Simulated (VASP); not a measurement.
Write the native input for VASP 6.6.1 that does the following.

* Task: single point
* Functional: PBEsol
* Potentials or basis: VASP PAW PBE potentials, release 64 (Sr_sv)
* Cutoff: 520 eV
* k mesh: 10 × 10 × 10
* Occupations: gaussian, width 0.03 eV
* Spin: no spin polarisation
* Dipole correction: no
* Further INCAR settings: ALGO = Fast; EDIFF = 1e-06; NBANDS = 11

The structure of Sr lies in POSCAR:

```
Sr
1.0
   -0.6593203253      2.7509572195      2.7509572195
    2.7509572195     -0.6593203253      2.7509572195
    2.7509572195      2.7509572195     -0.6593203253
Sr
1
Direct
    0.0000000000      0.0000000000      0.0000000000
```

This cell differs from its parent crystal: ratio of the length along [111] to the lengths across it x 0.71, volume and fractional coordinates fixed.

These files were run (other wordings do the same):

INCAR

```
SYSTEM = Sr
PREC = Accurate
ENCUT = 520
EDIFF = 1E-6
ISMEAR = 0
SIGMA = 0.03
LREAL = .FALSE.
LASPH = .TRUE.
NELM = 100
ALGO = Fast
ISIF = 2
LWAVE = .FALSE.
LCHARG = .FALSE.
GGA = PS
NBANDS = 11
```

KPOINTS

```
regular mesh
0
G
  10 10 10
  0 0 0
```

Potentials or basis: VASP PAW PBE potentials, release 64 (Sr_sv).

Run with:

```bash
$ cat potpaw_PBE.64/Sr_sv/POTCAR > POTCAR
$ mpirun -np 1 vasp_std > vasp.out
```

It gave:

```
Pressure               : -0.6 GPa
Band gap on the k mesh : zero (band 5 reaches 1.59 eV, above the bottom of band 6 at 1.17 eV)
```

Caveat: the PAW data sets were made with another functional, which shifts forces and pressure a little.

Run time: 77 s on 1 thread of Intel(R) Xeon(R) Platinum 8488C (Sapphire Rapids), on a shared host, peak memory 0.21 GiB.
